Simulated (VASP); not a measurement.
A run of VASP 6.6.1:

File INCAR:

```
SYSTEM = H
ALGO = Normal
EDIFF = 1E-6
ENCUT = 520
GGA = PS
ISIF = 2
ISMEAR = -1
LASPH = .True.
LCHARG = .False.
LREAL = Auto
LWAVE = .False.
NBANDS = 22
NELM = 100
PREC = Accurate
SIGMA = 0.1551
```

File KPOINTS:

```
k-points
0
Gamma
  4 4 4
  0 0 0
```

POSCAR

```
H
1.0
    7.3179899665     -7.3278838611      0.0000000000
    7.3179899665      7.3278838611      0.0000000000
   -7.3179899665      0.0000000000      7.3495262750
H
16
Direct
    0.0243101213      0.0641350946      0.7972329234
    0.7481029084      0.1523935555      0.5964541783
    0.4162570164      0.8445947185      0.2489615635
    0.9355850413      0.4556794786      0.4194706844
    0.4253914399      0.8098962547      0.8259159857
    0.2271231001      0.6005623792      0.0252704588
    0.6633668711      0.4013535105      0.9935188827
    0.5706498170      0.7149438158      0.0885468137
    0.4526372992      0.7364795391      0.8135611423
    0.1707482085      0.6392536524      0.0418417426
    0.7133345117      0.3484490369      0.9904319774
    0.4822681534      0.6688596166      0.0083880910
    0.0869617899      0.0369873202      0.8435366253
    0.8209585006      0.1468999974      0.6697089248
    0.4093830848      0.9261525495      0.2969349702
    0.8529221363      0.4533594804      0.3402250360
```

Potentials or basis: VASP PAW PBE potentials, release 64 (H).

Run with:

```sh
$ cat potpaw_PBE.64/H/POTCAR > POTCAR
$ mpirun -np 1 vasp_std > vasp.out
```

Hardware: 1 thread of Intel(R) Xeon(R) 6975P-C (Granite Rapids), on a shared host.

Q: How long does it take, and how much memory?

A: It took 17 min on 1 thread of Intel(R) Xeon(R) 6975P-C (Granite Rapids), on a shared host, peak memory 1.1 GiB. Counts: scf iterations 19, k points 36.
